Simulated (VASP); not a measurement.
BP, 2 atoms in the cell. It takes space group F-43m (No. 216, cubic). Conventional cell: a = 4.502 Å, b = 4.502 Å, c = 4.502 Å, α = 90.00°, β = 90.00°, γ = 90.00°. B (site symmetry -43m) has 4 P at 1.95 Å within 2.6 Å. Within 2.6 Å of P (site symmetry -43m) lie 4 B at 1.95 Å.  This cell differs from its parent crystal: volume scaled by 0.97.

* Program: VASP 6.6.1
* Task: single point
* Functional: PBE
* Potentials or basis: VASP PAW PBE potentials, release 64 (B, P)
* Cutoff: 520 eV
* k mesh: 10 × 10 × 10
* Occupations: gaussian, width 0.02 eV
* Spin: no spin polarisation
* Dipole correction: no
* Further INCAR settings: ALGO = Normal; EDIFF = 1e-06; NBANDS = 11

Potentials or basis: VASP PAW PBE potentials, release 64 (B, P).

The run is started by

```bash
$ cat potpaw_PBE.64/B/POTCAR potpaw_PBE.64/P/POTCAR > POTCAR
$ mpirun -np 1 vasp_std > vasp.out
```

Hardware: 1 thread of Intel Xeon 8259CL, with other jobs on the host.

Question: How long does it take, and how much memory?

Answer: Wall time 12 s on 1 thread of Intel Xeon 8259CL, with other jobs on the host, peak memory 0.13 GiB. Counts: scf iterations 12, k points 47.
